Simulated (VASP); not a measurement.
# Hf (Cmcm) in VASP: further runs

The runs below take Hf through single point, with PBEsol.

Everything below comes from runs of VASP 6.6.1. Logs are shortened: lines on timing, memory, paths and dates and some standing lists are left out, and cuts for length are marked.

### 1 The cell of the first run

It takes space group Cmcm (No. 63, orthorhombic). Conventional cell: a = 3.753 Å, b = 4.858 Å, c = 4.622 Å, α = 90.00°, β = 90.00°, γ = 90.00°. Within 3.8 Å of Hf (site symmetry m2m) lie 12 Hf at 2.82 to 3.75 Å.

### 2 Single point, PBEsol

INCAR reads:

```
SYSTEM = Hf
  ALGO = Fast
  EDIFF = 1E-6
  ENCUT = 520
  GGA = PS
  ISIF = 2
  ISMEAR = 0
  LASPH = .True.
  LCHARG = .False.
  LREAL = .False.
  LWAVE = .False.
  NBANDS = 17
  NELM = 60
  PREC = Accurate
  SIGMA = 0.15
```

KPOINTS reads:

```
k-points
0
Gamma
  18 18 10
  0 0 0
```

POSCAR reads:

```
Hf
1.0
    3.7528193594      0.0000000000      0.0000000000
   -1.8764096797      2.4289749471      0.0000000000
    0.0000000000      0.0000000000      4.6215076546
Hf
2
Direct
    0.3333333333      0.6666666667      0.2500000000
    0.6666666667      0.3333333333      0.7500000000
```

Potentials or basis: VASP PAW PBE potentials, release 64 (Hf_pv).

Run with:

```sh
$ cat potpaw_PBE.64/Hf_pv/POTCAR > POTCAR
$ mpirun -np 1 vasp_std > vasp.out
```

OUTCAR:

```text
SYSTEM = Hf
   EDIFF = 1E-6
   ENCUT = 520
   GGA = PS
   ISIF = 2
   ISMEAR = 0
   LASPH = .True.
   LREAL = .False.
   NELM = 60
   PREC = Accurate

 ion  position               nearest neighbor table
   1  0.333  0.667  0.250-   2 2.82   2 2.82   2 3.08   2 3.08   2 3.08   2 3.08
   2  0.667  0.333  0.750-   1 2.82   1 2.82   1 3.08   1 3.08   1 3.08   1 3.08

  Warning from LATTYP: Monoclinic adjustment (A1->A3, A2->A1, A3->A2)!
  LATTYP: Found a base centered orthorhombic cell.
 ALAT       =     3.7528193594
 B/A-ratio  =     1.2944800772
 C/A-ratio  =     1.2314761815

  Lattice vectors:

 A1 = (   1.8764096797,  -2.4289749471,   0.0000000000)
 A2 = (   1.8764096797,   2.4289749471,   0.0000000000)
 A3 = (   0.0000000000,   0.0000000000,   4.6215076546)

Analysis of symmetry for initial positions (statically):
=====================================================================
 Subroutine PRICEL returns:
 Original cell was already a primitive cell.

 Routine SETGRP: Setting up the symmetry group for a
 base centered orthorhombic supercell.

 Subroutine GETGRP returns: Found  8 space group operations
 (whereof  4 operations were pure point group operations)
 out of a pool of  8 trial point group operations.

The static configuration has the point symmetry C_2h.
 The point group associated with its full space group is D_2h.

Analysis of symmetry for dynamics (positions and initial velocities):
=====================================================================
 Subroutine PRICEL returns:
 Original cell was already a primitive cell.

 Routine SETGRP: Setting up the symmetry group for a
 base centered orthorhombic supercell.

 Subroutine GETGRP returns: Found  8 space group operations
 (whereof  4 operations were pure point group operations)
 out of a pool of  8 trial point group operations.

The dynamic configuration has the point symmetry C_2h.
 The point group associated with its full space group is D_2h.

 Subroutine INISYM returns: Found  8 space group operations
 (whereof  4 operations are pure point group operations),
 and found     1 'primitive' translations

----------------------------------------------------------------------------------------

                                     Primitive cell

  volume of cell :      42.1274

  direct lattice vectors                    reciprocal lattice vectors
     3.752819359  0.000000000  0.000000000     0.266466330  0.205848150  0.000000000
    -1.876409680  2.428974947  0.000000000     0.000000000  0.411696301  0.000000000
     0.000000000  0.000000000  4.621507655     0.000000000  0.000000000  0.216379605

  length of vectors
     3.752819359  3.069337482  4.621507655     0.336716150  0.411696301  0.216379605

  position of ions in fractional coordinates (direct lattice)
     0.333333333  0.666666667  0.250000000
     0.666666667  0.333333333  0.750000000

  ion indices of the primitive-cell ions
   primitive index   ion index
                 1           1
                 2           2

----------------------------------------------------------------------------------------

 KPOINTS: k-points

Automatic generation of k-mesh.
 Grid dimensions read from file:
 generate k-points for:   18   18   10

 Generating k-lattice:

  Cartesian coordinates                     Fractional coordinates (reciprocal lattice)
     0.014803685  0.011436008  0.000000000     0.055555556  0.000000000  0.000000000
     0.000000000  0.022872017  0.000000000     0.000000000  0.055555556  0.000000000
     0.000000000  0.000000000  0.021637960     0.000000000  0.000000000  0.100000000

  Length of vectors
     0.018706453  0.022872017  0.021637960

  Shift w.r.t. Gamma in fractional coordinates (k-lattice)
     0.000000000  0.000000000  0.000000000

 Subroutine IBZKPT returns following result:
 ===========================================

 Found    546 irreducible k-points:

 Following reciprocal coordinates:
            Coordinates               Weight
  0.000000  0.000000  0.000000      1.000000
  0.055556  0.000000  0.000000      4.000000
  0.111111  0.000000  0.000000      4.000000
  0.166667  0.000000  0.000000      4.000000
  0.222222  0.000000  0.000000      4.000000
  0.277778  0.000000  0.000000      4.000000
[... 16 lines left out ...]
 -0.333333  0.055556  0.000000      4.000000
 -0.277778  0.055556  0.000000      4.000000
 [... further k-points ...]
   k-points           NKPTS =    546   k-points in BZ     NKDIM =    546   number of bands    NBANDS=     17
   number of dos      NEDOS =    301   number of ions     NIONS =      2
   total plane-waves  NPLWV =  24192
   dimension x,y,z NGX =    28 NGY =   24 NGZ =   36
   dimension x,y,z NGXF=    56 NGYF=   48 NGZF=   72
   ions per type =               2
   NGX,Y,Z   is equivalent  to a cutoff of  12.40, 13.00, 12.95 a.u.
   NGXF,Y,Z  is equivalent  to a cutoff of  24.81, 26.00, 25.90 a.u.
 SYSTEM =  Hf
   PREC   = accura    normal or accurate (medium, high low for compatibility)
   ISTART =      0    job   : 0-new  1-cont  2-samecut
   ICHARG =      2    charge: 1-file 2-atom 10-const
   ISPIN  =      1    spin polarized calculation?
   LNONCOLLINEAR =      F non collinear calculations
   LSORBIT =      F    spin-orbit coupling
   LASPH  =      T    aspherical Exc in radial PAW
   ENCUT  =  520.0 eV  38.22 Ry    6.18 a.u.   6.98  5.71  8.59*2*pi/ulx,y,z
   NELM   =     60;   NELMIN=  2; NELMDL= -5     # of ELM steps
   EDIFF  = 0.1E-05   stopping-criterion for ELM
   LREAL  =      F    real-space projection
   EDIFFG = 0.1E-04   stopping-criterion for IOM
   NSW    =      0    number of steps for IOM
   IBRION =     -1    ionic relax: 0-MD 1-quasi-New 2-CG
   NFREE  =      0    steps in history (QN), initial steepest desc. (CG)
   ISIF   =      2    stress and relaxation
   ISYM   =      2    0-nonsym 1-usesym 2-fastsym
   POTIM  = 0.5000    time-step for ionic-motion
   TEBEG  =    0.0;   TEEND  =   0.0 temperature during run
   PSTRESS=    0.0 pullay stress
   NELECT =      20.0000    total number of electrons
   NUPDOWN=      -1.0000    fix difference up-down
   EMIN   =  10.00;   EMAX   =-10.00  energy-range for DOS
   EFERMI =   0.00;   METHOD = LEGACY
   ISMEAR =     0;   SIGMA  =   0.15  broadening in eV -4-tet -1-fermi 0-gaus
   EFERMI_NEDOS =   21; number of points for ismear=-14 and -15
   IALGO  =     68    algorithm
   IMIX   =      4    mixing-type and parameters
     AMIX     =   0.40;   BMIX     =  1.00
     AMIX_MAG =   1.60;   BMIX_MAG =  1.00
  volume/ion in A,a.u.               =      21.06       142.14
  Fermi-wavevector in a.u.,A,eV,Ry     =   1.277115  2.413398 22.191415  1.631023
  Thomas-Fermi vector in A             =   2.409733
   LORBIT       =      0    0 simple, 1 ext, 2 COOP (PROOUT), +10 PAW based schemes
   GGA     = PS    functional components
   LHFCALC =     F    Hartree Fock is set to
   AEXX    =    0.0000 exact exchange contribution
   IVDW    =     0    specifies the selected vdW correction
   LEPSILON=     F    determine dielectric tensor
   LRPA    =     F    only Hartree local field effects (RPA)
 non-spin polarized calculation
 RMM-DIIS sequential band-by-band and
 Gauss-broadening in eV      SIGMA  =   0.15
  energy-cutoff  :      520.00
  volume of cell :       42.13
 maximum number of plane-waves:      1152
   NGX = 13   NGY = 11   NGZ = 17

 number of electron      20.0000003 magnetization

 Free energy of the ion-electron system (eV)
  ---------------------------------------------------
  ext. energy  EPLUGINS =         0.00000000
  ---------------------------------------------------
  free energy    TOTEN  =       -20.60076255 eV

  energy without entropy =      -20.58335403  energy(sigma->0) =      -20.59205829

 E-fermi :   4.8181     XC(G=0): -11.6419

 val. band max:        4.8159630606   @ k =   0.1667   0.2222   0.0000
 cond. band min:       4.8187639454   @ k =   0.0556   0.3333   0.0000
 fundamental gap:      0.0028008848
 Fermi energy:         4.8181497463

 k-point     1 :       0.0000    0.0000    0.0000
  band No.  band energies     occupation
      1     -25.9845      2.00000
      2     -25.0226      2.00000
      3     -25.0119      2.00000
      4     -24.8326      2.00000
      5     -24.7147      2.00000
      6     -24.6515      2.00000
[... 9 lines left out ...]
     16       9.6908      0.00000
     17       9.8650      0.00000

 k-point     2 :       0.0556    0.0000    0.0000
  band No.  band energies     occupation
      1     -25.9762      2.00000
      2     -25.0372      2.00000
      3     -25.0173      2.00000
      4     -24.8413      2.00000
      5     -24.7237      2.00000
      6     -24.6567      2.00000
[... 9 lines left out ...]
     16       9.6308      0.00000
     17      10.1504      0.00000

 k-point     3 :       0.1111    0.0000    0.0000
  band No.  band energies     occupation
      1     -25.9516      2.00000
      2     -25.0901      2.00000
      3     -25.0216      2.00000
      4     -24.8763      2.00000
      5     -24.7388      2.00000
      6     -24.6721      2.00000
[... 9 lines left out ...]
     16       9.4897      0.00000
     17      10.6753      0.00000

 k-point     4 :       0.1667    0.0000    0.0000
  band No.  band energies     occupation
      1     -25.9126      2.00000
      2     -25.1694      2.00000
      3     -25.0380      2.00000
      4     -24.9364      2.00000
      5     -24.7455      2.00000
      6     -24.6970      2.00000
[... 9 lines left out ...]
     16       9.3718      0.00000
     17      11.0832      0.00000
[... 343 lines left out ...]
      1     -25.7258      2.00000
      2     -25.4581      2.00000
      3     -25.3046      2.00000
      4     -25.0091      2.00000
      5     -24.8271      2.00000
      6     -24.7590      2.00000
[... 9 lines left out ...]
     16      10.2129      0.00000
     17      11.9626      0.00000

 k-point    23 :      -0.3333    0.0556    0.0000
  band No.  band energies     occupation
      1     -25.7845      2.00000
      2     -25.3702      2.00000
      3     -25.2010      2.00000
      4     -25.0136      2.00000
      5     -24.7856      2.00000
      6     -24.7616      2.00000
[... 9 lines left out ...]
     16       9.8110      0.00000
     17      11.8361      0.00000

 k-point    24 :      -0.2778    0.0556    0.0000
  band No.  band energies     occupation
      1     -25.8432      2.00000
      2     -25.2725      2.00000
      3     -25.0974      2.00000
      4     -25.0111      2.00000
      5     -24.7624      2.00000
      6     -24.7454      2.00000
[... 9 lines left out ...]
     16       9.6439      0.00000
     17      11.6800      0.00000

 [... further k-points ...]
[... 5 lines left out ...]
  --------------------------------------------------------------------------------------
  -------------------------------------------------------------------------------------
  Total       -1.2727273      2.3823965      1.8799180      0.0000000      0.0000000      0.0000000
  in kB      -48.4040356     90.6066873     71.4965534      0.0000000      0.0000000      0.0000000
  external PRESSURE =      37.8997350 kB  Pullay stress =       0.0000000 kB

 VOLUME and BASIS-vectors are now :
 -----------------------------------------------------------------------------
  energy-cutoff  :      520.00
  volume of cell :       42.13
      direct lattice vectors                 reciprocal lattice vectors
     3.752819359  0.000000000  0.000000000     0.266466330  0.205848150  0.000000000
    -1.876409680  2.428974947  0.000000000     0.000000000  0.411696301  0.000000000
     0.000000000  0.000000000  4.621507655     0.000000000  0.000000000  0.216379605

 POSITION                                       TOTAL-FORCE (eV/Angst)
 -----------------------------------------------------------------------------------
     -0.00000      1.61932      1.15538        -0.000000     -1.138915     -0.000000
      1.87641      0.80966      3.46613         0.000000      1.138915      0.000000
 -----------------------------------------------------------------------------------
    total drift:                                0.000000     -0.000000      0.000000

  FREE ENERGIE OF THE ION-ELECTRON SYSTEM (eV)
  ---------------------------------------------------
  free  energy   TOTEN  =       -20.6007625515 eV

  energy  without entropy=      -20.5833540309  energy(sigma->0) =      -20.59205829
```

It took 3.4 min on 1 thread of Intel Xeon 6975P-C (Granite Rapids), shared host; peak memory 0.42 GiB.

What came out:

```yaml
Free_energy: -20.6008 eV
Pressure: 3.8 GPa
Largest_force: 1.139 eV/Å
Band_gap_on_the_k_mesh: zero (bands 10 and 11 overlap by 1.40 eV)
```

Forces on the atoms (eV/Å):
```
Hf   0.000 -1.139  0.000
Hf   0.000  1.139  0.000
```

Levels at points of the mesh, in eV from the Fermi level:
| k point | band 6 | band 7 | band 8 | band 9 | band 10 | band 11 | band 12 | band 13 | band 14 | band 15 |
| --- | --- | --- | --- | --- | --- | --- | --- | --- | --- | --- |
| (0.00, 0.00, 0.00) | -29.47 | -7.19 | -3.36 | -0.87 | 0.58 | 2.18 | 2.20 | 2.62 | 2.73 | 4.27 |
| (0.50, 0.00, 0.00) | -29.55 | -3.32 | -2.37 | -1.80 | -1.06 | 0.83 | 1.91 | 2.57 | 4.04 | 4.64 |
| (0.00, 0.50, 0.00) | -29.86 | -2.97 | -2.85 | -1.77 | -1.28 | 0.66 | 2.60 | 4.44 | 6.03 | 7.03 |
| (0.00, 0.00, 0.50) | -29.61 | -4.78 | -4.78 | -0.82 | -0.82 | 0.71 | 0.71 | 3.21 | 3.21 | 5.04 |
| (0.50, 0.00, 0.50) | -29.69 | -3.36 | -3.36 | -0.40 | -0.40 | 1.42 | 1.42 | 3.13 | 3.13 | 4.95 |
| (0.00, 0.50, 0.50) | -29.73 | -2.87 | -2.87 | -0.40 | -0.40 | 1.02 | 1.02 | 2.98 | 2.98 | 7.29 |

Caveat: the cell differs from its parent crystal (strain +e along x and -e along y +0.1500, strain +e along z and -e/2 along x and y -0.0750); the stress differs along the axes, from -5 to 9 GPa; the PAW data sets were made with another functional, which shifts forces and pressure a little; spin-orbit coupling is left out, which moves the levels of the heavy elements.

[end of part 1 of 4]
